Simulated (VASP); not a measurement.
# Ti in VASP: a series of runs, part 2 of 2

VASP 6.6.1.

### Step 4. Electric field gradients, PBE (equal xy, yz and zx shear strains of -1 %)

File INCAR:

```
ALGO = Normal
EDIFF = 1E-8
ENCUT = 520
GGA = PE
ISIF = 2
ISMEAR = -1
LASPH = T
LCHARG = F
LEFG = T
LREAL = F
LWAVE = F
NBANDS = 19
NELM = 80
PREC = Accurate
SIGMA = 0.08
```

File KPOINTS:

```
k-points
0
Gamma
  13 13 7
```

File POSCAR:

```
Ti
1.0
    2.9499978604     -0.0147499893     -0.0147499893
   -1.4877727956      2.5621480828     -0.0053988708
   -0.0234300000     -0.0234300000      4.6860000000
Ti
2
Direct
    0.3333333333      0.6666666667      0.2500000000
    0.6666666667      0.3333333333      0.7500000000
```

Potentials or basis: VASP PAW PBE potentials, release 64 (Ti_sv).

Run with:

```bash
$ cat potpaw_PBE.64/Ti_sv/POTCAR > POTCAR
$ mpirun -np 1 vasp_std > vasp.out
```

OUTCAR:

```text
EDIFF = 1E-8
   ENCUT = 520
   GGA = PE
   ISIF = 2
   ISMEAR = -1
   LASPH = T
   LREAL = F
   NELM = 80
   PREC = Accurate

 ion  position               nearest neighbor table
   1  0.333  0.667  0.250-   2 2.87   2 2.88   2 2.90   2 2.91   2 2.91   2 2.91
   2  0.667  0.333  0.750-   1 2.87   1 2.88   1 2.90   1 2.91   1 2.91   1 2.91

  LATTYP: Found a triclinic cell.
 ALAT       =     2.9373023616
 B/A-ratio  =     1.0043472705
 C/A-ratio  =     1.5953812620
 COS(alpha) =     0.0099745013
 COS(beta)  =     0.0136846555
 COS(gamma) =     0.4934979113

  Lattice vectors:

 A1 = (   1.4622250648,   2.5473980935,  -0.0201488601)
 A2 = (   2.9499978604,  -0.0147499893,  -0.0147499893)
 A3 = (   0.0234300000,   0.0234300000,  -4.6860000000)

Analysis of symmetry for initial positions (statically):
=====================================================================
 Subroutine PRICEL returns:
 Original cell was already a primitive cell.

 Routine SETGRP: Setting up the symmetry group for a
 triclinic supercell.

 Subroutine GETGRP returns: Found  2 space group operations
 (whereof  2 operations were pure point group operations)
 out of a pool of  2 trial point group operations.

The static configuration has the point symmetry S_2 .

Analysis of symmetry for dynamics (positions and initial velocities):
=====================================================================
 Subroutine PRICEL returns:
 Original cell was already a primitive cell.

 Routine SETGRP: Setting up the symmetry group for a
 triclinic supercell.

[... 151 lines left out ...]

 E-fermi :   8.1509     XC(G=0): -11.4197

 val. band max:        8.1468924923   @ k =   0.0000  -0.0000   0.4286
 cond. band min:       8.1519363760   @ k =  -0.2308  -0.3077   0.4286
 fundamental gap:      0.0050438837
 Fermi energy:         8.1509331000

 k-point     1 :       0.0000    0.0000    0.0000
  band No.  band energies     occupation
      1     -48.7203      2.00000
      2     -48.5937      2.00000
      3     -25.2854      2.00000
      4     -24.6829      2.00000
      5     -24.6738      2.00000
      6     -24.6182      2.00000
[... 505 lines left out ...]
      6     -24.7824      2.00000
[... 11 lines left out ...]
     18      11.3310      0.00000
     19      11.4934      0.00000

 [... further k-points ...]
[... 5 lines left out ...]
  --------------------------------------------------------------------------------------
  -------------------------------------------------------------------------------------
  Total       -0.3723475     -0.3709803     -0.4580383      0.1382517      0.0909595      0.0910350
  in kB      -16.8933326    -16.8313032    -20.7811098      6.2724531      4.1268160      4.1302395
  external PRESSURE =     -18.1685819 kB  Pullay stress =       0.0000000 kB

 VOLUME and BASIS-vectors are now :
 -----------------------------------------------------------------------------
  energy-cutoff  :      520.00
  volume of cell :       35.31
      direct lattice vectors                 reciprocal lattice vectors
     2.949997860 -0.014749989 -0.014749989     0.339983859  0.197425452  0.002687047
    -1.487772796  2.562148083 -0.005398871     0.001967055  0.391443866  0.001967055
    -0.023430000 -0.023430000  4.686000000     0.001072424  0.001072424  0.213412346

 POSITION                                       TOTAL-FORCE (eV/Angst)
 -----------------------------------------------------------------------------------
     -0.01437      1.69732      1.16298         0.027313      0.000328      0.001640
      1.45317      0.82664      3.50287        -0.027313     -0.000328     -0.001640
 -----------------------------------------------------------------------------------
    total drift:                               -0.000000      0.000000     -0.000000

  FREE ENERGIE OF THE ION-ELECTRON SYSTEM (eV)
  ---------------------------------------------------
  free  energy   TOTEN  =       -15.6894115203 eV

  energy  without entropy=      -15.6406126087  energy(sigma->0) =      -15.66501206

 Electric field gradients (V/A^2)
---------------------------------------------------------------------
 ion       V_xx      V_yy      V_zz      V_xy      V_xz      V_yz
---------------------------------------------------------------------
   1      -8.249    -8.224    16.474     0.305     0.677     0.678
   2      -8.249    -8.224    16.474     0.305     0.677     0.678
---------------------------------------------------------------------

 Electric field gradients after diagonalization (V/A^2)
 (convention: |V_zz| > |V_xx| > |V_yy|)
----------------------------------------------------------------------
 ion       V_xx      V_yy      V_zz     asymmetry (V_yy - V_xx)/ V_zz
----------------------------------------------------------------------
   1      -8.542    -7.969    16.511       0.035
   2      -8.542    -7.969    16.511       0.035
----------------------------------------------------------------------

           NMR quadrupolar parameters

 Cq : quadrupolar parameter    Cq=e*Q*V_zz/h
 eta: asymmetry parameters     (V_yy - V_xx)/ V_zz
 Q  : nuclear electric quadrupole moment in mb (millibarn)
----------------------------------------------------------------------
 ion       Cq(MHz)       eta       Q (mb)
----------------------------------------------------------------------
   1       0.040       0.035       1.000
   2       0.040       0.035       1.000
----------------------------------------------------------------------
```

Run time: 19 min. Hardware: 1 thread of AMD EPYC 7R13, shared host; peak memory 0.38 GiB.

Results:

```yaml
Free_energy: -15.6894 eV
Pressure: -1.8 GPa
Largest_force: 0.027 eV/Å
Band_gap_on_the_k_mesh: zero (band 12 reaches 8.87 eV, above the bottom of band 13 at 7.82 eV)
```

Forces in eV/Å, atoms in the order of the input:
```
Ti   0.027  0.000  0.002
Ti  -0.027  0.000 -0.002
```

Stress tensor (GPa, compression positive):
```
-1.69  0.63  0.41
 0.63 -1.68  0.41
 0.41  0.41 -2.08
```

Electric field gradients, principal values (V/Å²):
```csv
atom,least,middle,greatest (by size)
1 Ti,-7.969,-8.542,16.511
2 Ti,-7.969,-8.542,16.511
```

Caveat: the cell differs from its parent crystal (equal xy, yz and zx shear strains of -1 %); without QUAD_EFG the Cq values of the log hold for a quadrupole moment of 1 mb, not for the nuclei.

### Step 5. Electric field gradients, PBE (equal xy, yz and zx shear strains of -1 %)

File INCAR:

```
SYSTEM = Ti
PREC = Accurate ; ENCUT = 520
EDIFF = 1E-8 ; ISMEAR = -1
SIGMA = 0.08 ; LREAL = .False.
LASPH = .True. ; NELM = 60
ALGO = Normal ; ISIF = 2
LWAVE = .False. ; LCHARG = .False.
GGA = PE ; LEFG = .True.
NBANDS = 19
```

File KPOINTS:

```
regular mesh
0
Gamma
  13 13 7
  0 0 0
```

POSCAR is that of step 4.

Potentials or basis: VASP PAW PBE potentials, release 64 (Ti_sv).

Run with:

```bash
$ cat potpaw_PBE.64/Ti_sv/POTCAR > POTCAR
$ mpirun -np 1 vasp_std > vasp.out
```

OUTCAR:

```text
SYSTEM = Ti
   PREC = Accurate
   ENCUT = 520
   EDIFF = 1E-8
   ISMEAR = -1
   LREAL = .False.
   LASPH = .True.
   NELM = 60
   ISIF = 2
   GGA = PE

 ion  position               nearest neighbor table
   1  0.333  0.667  0.250-   2 2.87   2 2.88   2 2.90   2 2.91   2 2.91   2 2.91
   2  0.667  0.333  0.750-   1 2.87   1 2.88   1 2.90   1 2.91   1 2.91   1 2.91

  LATTYP: Found a triclinic cell.
 ALAT       =     2.9373023616
 B/A-ratio  =     1.0043472705
 C/A-ratio  =     1.5953812620
 COS(alpha) =     0.0099745013
 COS(beta)  =     0.0136846555
[... 747 lines left out ...]
  free  energy   TOTEN  =       -15.6894115203 eV

  energy  without entropy=      -15.6406126087  energy(sigma->0) =      -15.66501206

 Electric field gradients (V/A^2)
---------------------------------------------------------------------
 ion       V_xx      V_yy      V_zz      V_xy      V_xz      V_yz
---------------------------------------------------------------------
   1      -8.249    -8.224    16.474     0.305     0.677     0.678
   2      -8.249    -8.224    16.474     0.305     0.677     0.678
---------------------------------------------------------------------

 Electric field gradients after diagonalization (V/A^2)
 (convention: |V_zz| > |V_xx| > |V_yy|)
----------------------------------------------------------------------
 ion       V_xx      V_yy      V_zz     asymmetry (V_yy - V_xx)/ V_zz
----------------------------------------------------------------------
   1      -8.542    -7.969    16.511       0.035
   2      -8.542    -7.969    16.511       0.035
----------------------------------------------------------------------

           NMR quadrupolar parameters

 Cq : quadrupolar parameter    Cq=e*Q*V_zz/h
 eta: asymmetry parameters     (V_yy - V_xx)/ V_zz
 Q  : nuclear electric quadrupole moment in mb (millibarn)
----------------------------------------------------------------------
 ion       Cq(MHz)       eta       Q (mb)
----------------------------------------------------------------------
   1       0.040       0.035       1.000
   2       0.040       0.035       1.000
----------------------------------------------------------------------
```

OSZICAR:

```text
N       E                     dE             d eps       ncg     rms          rms(c)
DAV:   1     0.263581611115E+03    0.26358E+03   -0.13054E+04 22536   0.157E+03
DAV:   2     0.126155747874E+02   -0.25097E+03   -0.24694E+03 23013   0.440E+02
DAV:   3    -0.164591725260E+02   -0.29075E+02   -0.28724E+02 42081   0.123E+02
DAV:   4    -0.177548934811E+02   -0.12957E+01   -0.12938E+01 26314   0.268E+01
DAV:   5    -0.178175124245E+02   -0.62619E-01   -0.62611E-01 33511   0.421E+00    0.117E+01
DAV:   6    -0.156868702861E+02    0.21306E+01   -0.78506E+00 26216   0.279E+01    0.287E+00
DAV:   7    -0.156719159439E+02    0.14954E-01   -0.69334E-01 34073   0.599E+00    0.205E+00
DAV:   8    -0.156967702431E+02   -0.24854E-01   -0.19515E-01 24740   0.508E+00    0.679E-01
DAV:   9    -0.156889887501E+02    0.77815E-02   -0.44123E-02 25765   0.210E+00    0.680E-02
DAV:  10    -0.156893775333E+02   -0.38878E-03   -0.29980E-03 32902   0.326E-01    0.783E-02
DAV:  11    -0.156894203154E+02   -0.42782E-04   -0.11344E-04 27326   0.733E-02    0.369E-02
DAV:  12    -0.156894110019E+02    0.93134E-05   -0.33028E-05 24906   0.493E-02    0.464E-03
DAV:  13    -0.156894110195E+02   -0.17618E-07   -0.13319E-06 28968   0.957E-03    0.667E-04
DAV:  14    -0.156894114711E+02   -0.45158E-06   -0.12915E-07 34203   0.215E-03    0.730E-04
DAV:  15    -0.156894115088E+02   -0.37651E-07   -0.14512E-08 17155   0.103E-03    0.131E-04
DAV:  16    -0.156894115320E+02   -0.23199E-07   -0.10165E-09 12460   0.293E-04    0.334E-05
DAV:  17    -0.156894115213E+02    0.10697E-07   -0.19051E-10 12208   0.137E-04    0.100E-05
DAV:  18    -0.156894115203E+02    0.10050E-08   -0.56813E-11 12016   0.610E-05
   1 F= -.15689412E+02 E0= -.15665012E+02  d E =-.487989E-01
```

Run time: 13 min. Hardware: 1 thread of AMD EPYC 7R13, shared host; peak memory 0.38 GiB.

What came out:

```yaml
Free_energy: -15.6894 eV
Pressure: -1.8 GPa
Largest_force: 0.027 eV/Å
Band_gap_on_the_k_mesh: zero (band 12 reaches 8.87 eV, above the bottom of band 13 at 7.82 eV)
```

Forces on the atoms (eV/Å):
```
Ti   0.027  0.000  0.002
Ti  -0.027  0.000 -0.002
```

Levels at points of the mesh, in eV from the Fermi level:
```
           k point  band 9  band 10  band 11  band 12  band 13  band 14  band 15  band 16
(0.00, 0.00, 0.00)   -6.16    -2.64     0.71     0.72     0.84     0.87     1.21     1.31
```

Electric field gradients, principal values (V/Å²):
```
atom   least  middle  greatest (by size)
1 Ti  -7.969  -8.542              16.511
2 Ti  -7.969  -8.542              16.511
```

Caveat: the cell differs from its parent crystal (equal xy, yz and zx shear strains of -1 %); without QUAD_EFG the Cq values of the log hold for a quadrupole moment of 1 mb, not for the nuclei.

### Step 6. Electric field gradients, PBE (equal xx and yy strain of -2 %)

File INCAR:

```
SYSTEM = Ti
PREC = Accurate ; ENCUT = 400
EDIFF = 1E-8 ; ISMEAR = -1
SIGMA = 0.08 ; LREAL = .False.
LASPH = .True. ; NELM = 120
ALGO = Normal ; ISIF = 2
LWAVE = .False. ; LCHARG = .False.
GGA = PE ; LEFG = .True.
NBANDS = 19 ; GGA_COMPAT = .False.
```

File KPOINTS:

```
Automatic mesh
0
Gamma
  13 13 7
  0 0 0
```

File POSCAR:

```
Ti
1.0
    2.8909979032      0.0000000000      0.0000000000
   -1.4454989516      2.5036776264      0.0000000000
    0.0000000000      0.0000000000      4.6860000000
Ti
2
Direct
    0.3333333333      0.6666666667      0.2500000000
    0.6666666667      0.3333333333      0.7500000000
```

Potentials or basis: VASP PAW PBE potentials, release 64 (Ti_sv).

Run with:

```bash
$ cat potpaw_PBE.64/Ti_sv/POTCAR > POTCAR
$ mpirun -np 1 vasp_std > vasp.out
```

OUTCAR:

```text
SYSTEM = Ti
   PREC = Accurate
   ENCUT = 400
   EDIFF = 1E-8
   ISMEAR = -1
   LREAL = .False.
   LASPH = .True.
   NELM = 120
   ISIF = 2
   GGA = PE

 ion  position               nearest neighbor table
   1  0.333  0.667  0.250-   2 2.88   2 2.88   2 2.88   2 2.88   2 2.88   2 2.88
   2  0.667  0.333  0.750-   1 2.88   1 2.88   1 2.88   1 2.88   1 2.88   1 2.88

  LATTYP: Found a hexagonal cell.
 ALAT       =     2.8909979032
 C/A-ratio  =     1.6208936004

  Lattice vectors:

 A1 = (   2.8909979032,   0.0000000000,   0.0000000000)
 A2 = (  -1.4454989516,   2.5036776264,   0.0000000000)
[... 743 lines left out ...]
  free  energy   TOTEN  =       -15.6671318923 eV

  energy  without entropy=      -15.6202914055  energy(sigma->0) =      -15.64371165

 Electric field gradients (V/A^2)
---------------------------------------------------------------------
 ion       V_xx      V_yy      V_zz      V_xy      V_xz      V_yz
---------------------------------------------------------------------
   1      -6.896    -6.894    13.790     0.001     0.000    -0.000
   2      -6.896    -6.894    13.790     0.001    -0.000     0.000
---------------------------------------------------------------------

 Electric field gradients after diagonalization (V/A^2)
 (convention: |V_zz| > |V_xx| > |V_yy|)
----------------------------------------------------------------------
 ion       V_xx      V_yy      V_zz     asymmetry (V_yy - V_xx)/ V_zz
----------------------------------------------------------------------
   1      -6.897    -6.894    13.790       0.000
   2      -6.897    -6.894    13.790       0.000
----------------------------------------------------------------------

           NMR quadrupolar parameters

 Cq : quadrupolar parameter    Cq=e*Q*V_zz/h
 eta: asymmetry parameters     (V_yy - V_xx)/ V_zz
 Q  : nuclear electric quadrupole moment in mb (millibarn)
----------------------------------------------------------------------
 ion       Cq(MHz)       eta       Q (mb)
----------------------------------------------------------------------
   1       0.033       0.000       1.000
   2       0.033       0.000       1.000
----------------------------------------------------------------------
```

Run time: 27 s. Hardware: 1 thread of Intel Xeon Platinum 8488C (Sapphire Rapids), shared host; peak memory 0.15 GiB.

What came out:

| Quantity | Value |
| --- | --- |
| Free energy | -15.6671 eV |
| Pressure | 1.9 GPa |
| Band gap on the k mesh | zero (band 12 reaches 9.36 eV, above the bottom of band 13 at 8.29 eV) |

Electric field gradients, principal values (V/Å²):
```csv
atom,least,middle,greatest (by size)
1 Ti,-6.894,-6.897,13.790
2 Ti,-6.894,-6.897,13.790
```

Caveat: the cell differs from its parent crystal (equal xx and yy strain of -2 %); without QUAD_EFG the Cq values of the log hold for a quadrupole moment of 1 mb, not for the nuclei.

### Step 7. Overview

```tsv
cell	cutoff (eV)	gap on the mesh (eV)	pressure (GPa)
a = 2.979, b = 2.979, c = 4.686 Å, angles 90.0, 90.0, 120.0°, 2 atoms	520	none	-3.8
a = 3.038, b = 3.038, c = 4.686 Å, angles 90.0, 90.0, 120.0°, 2 atoms	520	none	-7.3
a = 2.950, b = 2.963, c = 4.686 Å, angles 90.2, 90.6, 120.4°, 2 atoms	520	none	-1.8
a = 2.891, b = 2.891, c = 4.686 Å, angles 90.0, 90.0, 120.0°, 2 atoms	400	none	1.9
```

Alike in all rows: task electric field gradients; level PBE; potentials or basis VASP PAW PBE potentials, release 64 (Ti_sv); no spin polarisation; k mesh 13 × 13 × 7; smearing fermi-dirac 0.08 eV.

Total energies depend on the potentials used, so only differences within one code and one set of settings carry meaning.
